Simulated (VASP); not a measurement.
# TlCl (Pm-3m) in VASP: single point with r2SCAN0

Aim: the single point of TlCl with r2SCAN0.

Everything below comes from runs of VASP 6.6.1. Logs are shortened: lines on timing, memory, paths and dates and some standing lists are left out, and cuts for length are marked.

## Step 1: The cell of the first run

Symmetry: Pm-3m, No. 221, cubic system. Conventional cell: a = 3.794 Å, b = 3.794 Å, c = 3.794 Å, α = 90.00°, β = 90.00°, γ = 90.00°. Within 4.3 Å of Tl (site symmetry m-3m) lie 8 Cl at 3.29 Å and 6 Tl at 3.79 Å. Cl (site symmetry m-3m) has 8 Tl at 3.29 Å and 6 Cl at 3.79 Å within 4.3 Å.

## Step 2: Single point, r2SCAN0

The input, POSCAR:

```
TlCl
1.0
    3.7936346943      0.0000000000      0.0000000000
    0.0000000000      3.7936346943      0.0000000000
    0.0000000000      0.0000000000      3.7936346943
Tl Cl
1 1
Direct
    0.0000000000      0.0000000000      0.0000000000
    0.5000000000      0.5000000000      0.5000000000
```

The input, INCAR.step1:

```
SYSTEM = TlCl
PREC = Accurate ; ENCUT = 440
EDIFF = 1E-5 ; ISMEAR = 0
SIGMA = 0.01 ; LREAL = .False.
LASPH = .True. ; NELM = 120
ALGO = Normal ; ISIF = 2
LWAVE = .True. ; LCHARG = .False.
GGA = PE ; NBANDS = 17
GGA_COMPAT = .False.
```

The input, INCAR.step2:

```
SYSTEM = TlCl
PREC = Accurate ; ENCUT = 440
EDIFF = 1E-6 ; ISMEAR = 0
SIGMA = 0.01 ; LREAL = .False.
LASPH = .True. ; NELM = 120
ALGO = Normal ; ISIF = 2
LWAVE = .False. ; LCHARG = .False.
METAGGA = R2SCAN ; LHFCALC = .True.
AEXX = 0.25 ; LMIXTAU = .True.
PRECFOCK = Normal ; ISTART = 1
NBANDS = 17 ; GGA_COMPAT = .False.
```

The input, KPOINTS:

```
Automatic mesh
0
Gamma
  4 4 4
  0 0 0
```

Potentials or basis: VASP PAW PBE potentials, release 64 (Tl_d, Cl).

The run is started by

```console
$ cat potpaw_PBE.64/Tl_d/POTCAR potpaw_PBE.64/Cl/POTCAR > POTCAR
$ cp INCAR.step1 INCAR
$ mpirun -np 1 vasp_std > vasp.out
$ cp INCAR.step2 INCAR
$ mpirun -np 1 vasp_std > vasp.out
```

OUTCAR:

```text
SYSTEM = TlCl
   PREC = Accurate
   ENCUT = 440
   EDIFF = 1E-6
   ISMEAR = 0
   LREAL = .False.
   LASPH = .True.
   NELM = 120
   ISIF = 2
   METAGGA = R2SCAN
   LHFCALC = .True.
   AEXX = 0.25
   PRECFOCK = Normal
   ISTART = 1

 ion  position               nearest neighbor table
   1  0.000  0.000  0.000-   2 3.29   2 3.29   2 3.29   2 3.29   2 3.29   2 3.29   2 3.29   2 3.29

   2  0.500  0.500  0.500-   1 3.29   1 3.29   1 3.29   1 3.29   1 3.29   1 3.29   1 3.29   1 3.29

  LATTYP: Found a simple cubic cell.
 ALAT       =     3.7936346943

  Lattice vectors:

 A1 = (   3.7936346943,   0.0000000000,   0.0000000000)
 A2 = (   0.0000000000,   3.7936346943,   0.0000000000)
 A3 = (   0.0000000000,   0.0000000000,   3.7936346943)

Analysis of symmetry for initial positions (statically):
=====================================================================
 Subroutine PRICEL returns:
 Original cell was already a primitive cell.

 Routine SETGRP: Setting up the symmetry group for a
 simple cubic supercell.

 Subroutine GETGRP returns: Found 48 space group operations
 (whereof 48 operations were pure point group operations)
 out of a pool of 48 trial point group operations.

The static configuration has the point symmetry O_h .

Analysis of symmetry for dynamics (positions and initial velocities):
=====================================================================
 Subroutine PRICEL returns:
 Original cell was already a primitive cell.

 Routine SETGRP: Setting up the symmetry group for a
 simple cubic supercell.

 Subroutine GETGRP returns: Found 48 space group operations
 (whereof 48 operations were pure point group operations)
 out of a pool of 48 trial point group operations.

The dynamic configuration has the point symmetry O_h .

 Subroutine INISYM returns: Found 48 space group operations
 (whereof 48 operations are pure point group operations),
 and found     1 'primitive' translations

----------------------------------------------------------------------------------------

                                     Primitive cell

  volume of cell :      54.5967

  direct lattice vectors                    reciprocal lattice vectors
     3.793634694  0.000000000  0.000000000     0.263599445  0.000000000  0.000000000
     0.000000000  3.793634694  0.000000000     0.000000000  0.263599445  0.000000000
     0.000000000  0.000000000  3.793634694     0.000000000  0.000000000  0.263599445

  length of vectors
     3.793634694  3.793634694  3.793634694     0.263599445  0.263599445  0.263599445

  position of ions in fractional coordinates (direct lattice)
     0.000000000  0.000000000  0.000000000
     0.500000000  0.500000000  0.500000000

  ion indices of the primitive-cell ions
   primitive index   ion index
                 1           1
                 2           2

----------------------------------------------------------------------------------------

 KPOINTS: Automatic mesh

Automatic generation of k-mesh.
 Grid dimensions read from file:
 generate k-points for:    4    4    4

 Generating k-lattice:

  Cartesian coordinates                     Fractional coordinates (reciprocal lattice)
     0.065899861  0.000000000  0.000000000     0.250000000  0.000000000  0.000000000
     0.000000000  0.065899861  0.000000000     0.000000000  0.250000000  0.000000000
     0.000000000  0.000000000  0.065899861     0.000000000  0.000000000  0.250000000

  Length of vectors
     0.065899861  0.065899861  0.065899861

  Shift w.r.t. Gamma in fractional coordinates (k-lattice)
     0.000000000  0.000000000  0.000000000

 Subroutine IBZKPT returns following result:
 ===========================================

 Found     10 irreducible k-points:

 Following reciprocal coordinates:
            Coordinates               Weight
  0.000000  0.000000  0.000000      1.000000
  0.250000  0.000000  0.000000      6.000000
  0.500000  0.000000  0.000000      3.000000
  0.250000  0.250000  0.000000     12.000000
  0.500000  0.250000  0.000000     12.000000
  0.500000  0.500000  0.000000      3.000000
  0.250000  0.250000  0.250000      8.000000
  0.500000  0.250000  0.250000     12.000000
  0.500000  0.500000  0.250000      6.000000
  0.500000  0.500000  0.500000      1.000000
   k-points           NKPTS =     10   k-points in BZ     NKDIM =     64   number of bands    NBANDS=     17
   number of dos      NEDOS =    301   number of ions     NIONS =      2
   total plane-waves  NPLWV =  21952
   dimension x,y,z NGX =    28 NGY =   28 NGZ =   28
   dimension x,y,z NGXF=    56 NGYF=   56 NGZF=   56
   ions per type =               1   1
   NGX,Y,Z   is equivalent  to a cutoff of  12.27, 12.27, 12.27 a.u.
   NGXF,Y,Z  is equivalent  to a cutoff of  24.54, 24.54, 24.54 a.u.
 SYSTEM =  TlCl
   PREC   = accura    normal or accurate (medium, high low for compatibility)
   ISTART =      1    job   : 0-new  1-cont  2-samecut
   ICHARG =      0    charge: 1-file 2-atom 10-const
   ISPIN  =      1    spin polarized calculation?
   LNONCOLLINEAR =      F non collinear calculations
   LSORBIT =      F    spin-orbit coupling
   LASPH  =      T    aspherical Exc in radial PAW
   ENCUT  =  440.0 eV  32.34 Ry    5.69 a.u.   6.49  6.49  6.49*2*pi/ulx,y,z
   NELM   =    120;   NELMIN=  2; NELMDL=  0     # of ELM steps
   EDIFF  = 0.1E-05   stopping-criterion for ELM
   LREAL  =      F    real-space projection
   EDIFFG = 0.1E-04   stopping-criterion for IOM
   NSW    =      0    number of steps for IOM
   IBRION =     -1    ionic relax: 0-MD 1-quasi-New 2-CG
   NFREE  =      0    steps in history (QN), initial steepest desc. (CG)
   ISIF   =      2    stress and relaxation
   ISYM   =      3    0-nonsym 1-usesym 2-fastsym
   POTIM  = 0.5000    time-step for ionic-motion
   TEBEG  =    0.0;   TEEND  =   0.0 temperature during run
   PSTRESS=    0.0 pullay stress
   NELECT =      20.0000    total number of electrons
   NUPDOWN=      -1.0000    fix difference up-down
   EMIN   =  10.00;   EMAX   =-10.00  energy-range for DOS
   EFERMI =   0.00;   METHOD = LEGACY
   ISMEAR =     0;   SIGMA  =   0.01  broadening in eV -4-tet -1-fermi 0-gaus
   EFERMI_NEDOS =   21; number of points for ismear=-14 and -15
   IALGO  =     38    algorithm
   IMIX   =      1    mixing-type and parameters
     AMIX     =   0.40;   BMIX     =  1.00
     AMIX_MAG =   1.60;   BMIX_MAG =  1.00
  volume/ion in A,a.u.               =      27.30       184.22
  Fermi-wavevector in a.u.,A,eV,Ry     =   1.171375  2.213578 18.668821  1.372120
  Thomas-Fermi vector in A             =   2.307820
   LORBIT       =      0    0 simple, 1 ext, 2 COOP (PROOUT), +10 PAW based schemes
   METAGGA = R2SCAN    functional components
   LHFCALC =     T    Hartree Fock is set to
   PRECFOCK=normal    Normal, Fast or Accurate (Low or Medium for compatibility)
   ENCUT4O =  -1.0   cutoff for four orbital integrals eV
   NKREDX  =     1    reduce k-point grid by
   NKREDY  =     1    reduce k-point grid by
   NKREDZ  =     1    reduce k-point grid by
   AEXX    =    0.2500 exact exchange contribution
   HFSCREEN=    0.0000 screening length (either q_TF or 0.3 A-1)
   HFSCREENC=   0.0000 screening length for correlation (either q_TF or 0.3 A-1)
   ENCUTFOCK=  -1.0 apply spherical cutoff to Coloumb kernel
   IVDW    =     0    specifies the selected vdW correction
   LEPSILON=     F    determine dielectric tensor
   LRPA    =     F    only Hartree local field effects (RPA)
 non-spin polarized calculation
 Gauss-broadening in eV      SIGMA  =   0.01
  energy-cutoff  :      440.00
  volume of cell :       54.60
 maximum number of plane-waves:      1189
 NGX is ok and might be reduce to    28
  NGX = 20; NGY = 20; NGZ = 20

 number of electron      20.0000001 magnetization

 Free energy of the ion-electron system (eV)
  ---------------------------------------------------
  ext. energy  EPLUGINS =         0.00000000
  ---------------------------------------------------
  free energy    TOTEN  =       -49.86305033 eV

  energy without entropy =      -49.86305033  energy(sigma->0) =      -49.86305033

 E-fermi :   2.1079     XC(G=0):  -7.6586

 val. band max:        1.9725830157   @ k =   0.5000   0.0000   0.0000
 cond. band min:       5.7053410243   @ k =   0.5000   0.0000   0.0000
 fundamental gap:      3.7327580086
 Fermi energy:         2.1078552728

 k-point     1 :       0.0000    0.0000    0.0000
  band No.  band energies     occupation
      1     -14.0220      2.00000
      2      -9.5838      2.00000
      3      -9.5838      2.00000
      4      -9.3174      2.00000
      5      -9.3174      2.00000
      6      -9.3174      2.00000
[... 9 lines left out ...]
     16      17.3344      0.00000
     17      18.7670      0.00000

 k-point     2 :       0.2500    0.0000    0.0000
  band No.  band energies     occupation
      1     -13.8772      2.00000
      2      -9.5760      2.00000
      3      -9.4863      2.00000
      4      -9.3646      2.00000
      5      -9.3646      2.00000
      6      -9.3132      2.00000
[... 9 lines left out ...]
     16      17.5496      0.00000
     17      18.7360      0.00000

 k-point     3 :       0.5000    0.0000    0.0000
  band No.  band energies     occupation
      1     -13.7217      2.00000
      2      -9.5682      2.00000
      3      -9.4108      2.00000
      4      -9.4108      2.00000
      5      -9.3960      2.00000
      6      -9.3090      2.00000
[... 9 lines left out ...]
     16      18.6827      0.00000
     17      18.7062      0.00000

 k-point     4 :       0.2500    0.2500    0.0000
  band No.  band energies     occupation
      1     -13.7696      2.00000
      2      -9.5269      2.00000
      3      -9.4203      2.00000
      4      -9.3731      2.00000
      5      -9.3607      2.00000
      6      -9.3497      2.00000
[... 9 lines left out ...]
     16      16.2176      0.00000
     17      16.6299      0.00000
[... 63 lines left out ...]
      1     -13.5688      2.00000
      2      -9.4679      2.00000
      3      -9.4060      2.00000
      4      -9.4033      2.00000
      5      -9.3568      2.00000
      6      -9.3015      2.00000
[... 9 lines left out ...]
     16      16.1801      0.00000
     17      20.0697      0.00000

 k-point     9 :       0.5000    0.5000    0.2500
  band No.  band energies     occupation
      1     -13.4767      2.00000
      2      -9.4564      2.00000
      3      -9.4564      2.00000
      4      -9.4237      2.00000
      5      -9.3519      2.00000
      6      -9.2318      2.00000
[... 9 lines left out ...]
     16      16.7210      0.00000
     17      20.9563      0.00000

 k-point    10 :       0.5000    0.5000    0.5000
  band No.  band energies     occupation
      1     -13.3532      2.00000
      2      -9.5275      2.00000
      3      -9.5275      2.00000
      4      -9.5275      2.00000
      5      -9.2294      2.00000
      6      -9.2294      2.00000
[... 9 lines left out ...]
     16      17.5669      0.00000
     17      21.8553      0.00000

------------------------ aborting loop because EDIFF is reached ----------------------------------------

  FORCE on cell =-STRESS in cart. coord.  units (eV):
  Direction    XX          YY          ZZ          XY          YZ          ZX
  --------------------------------------------------------------------------------------
  -------------------------------------------------------------------------------------
  Total        0.3649178      0.3649178      0.3649178     -0.0000000     -0.0000000      0.0000000
  in kB       10.7087568     10.7087568     10.7087568     -0.0000000     -0.0000000      0.0000000
  external PRESSURE =      10.7087568 kB  Pullay stress =       0.0000000 kB

 VOLUME and BASIS-vectors are now :
 -----------------------------------------------------------------------------
  energy-cutoff  :      440.00
  volume of cell :       54.60
      direct lattice vectors                 reciprocal lattice vectors
     3.793634694  0.000000000  0.000000000     0.263599445  0.000000000  0.000000000
     0.000000000  3.793634694  0.000000000     0.000000000  0.263599445  0.000000000
     0.000000000  0.000000000  3.793634694     0.000000000  0.000000000  0.263599445

 POSITION                                       TOTAL-FORCE (eV/Angst)
 -----------------------------------------------------------------------------------
      0.00000      0.00000      0.00000         0.000000      0.000000      0.000000
      1.89682      1.89682      1.89682         0.000000      0.000000      0.000000
 -----------------------------------------------------------------------------------
    total drift:                               -0.000001     -0.000001     -0.000001

  FREE ENERGIE OF THE ION-ELECTRON SYSTEM (eV)
  ---------------------------------------------------
  free  energy   TOTEN  =       -49.8630503347 eV

  energy  without entropy=      -49.8630503347  energy(sigma->0) =      -49.86305033
```

It took 12 min on 1 thread of Intel Xeon Platinum 8259CL at 2.50GHz (Skylake/Cascade Lake), shared host; peak memory 0.17 GiB.

What came out:

| Quantity | Value |
| --- | --- |
| Free energy | -49.8631 eV |
| Pressure | 1.1 GPa |
| Band gap on the k mesh | 3.73 eV |

Levels at points of the mesh, in eV from the valence-band top:
```csv
k point,band 6,band 7,band 8,band 9,band 10,band 11,band 12,band 13,band 14,band 15
"(0.00, 0.00, 0.00)",-11.29,-4.86,-2.14,-2.14,-2.14,9.75,9.75,10.20,10.20,10.20
"(0.50, 0.00, 0.00)",-11.28,-6.26,-1.65,-1.65,0.00,3.73,8.64,8.64,10.73,13.81
"(0.50, 0.50, 0.00)",-11.21,-3.78,-3.78,-3.50,-1.60,6.86,6.86,10.53,10.90,13.73
"(0.50, 0.50, 0.50)",-11.20,-2.72,-2.72,-2.72,-2.03,4.13,4.13,4.13,15.59,15.59
```

Caveat: the PAW data sets were made with another functional, which shifts forces and pressure a little; spin-orbit coupling is left out, which moves the levels of the heavy elements. A k mesh can miss the band edges.
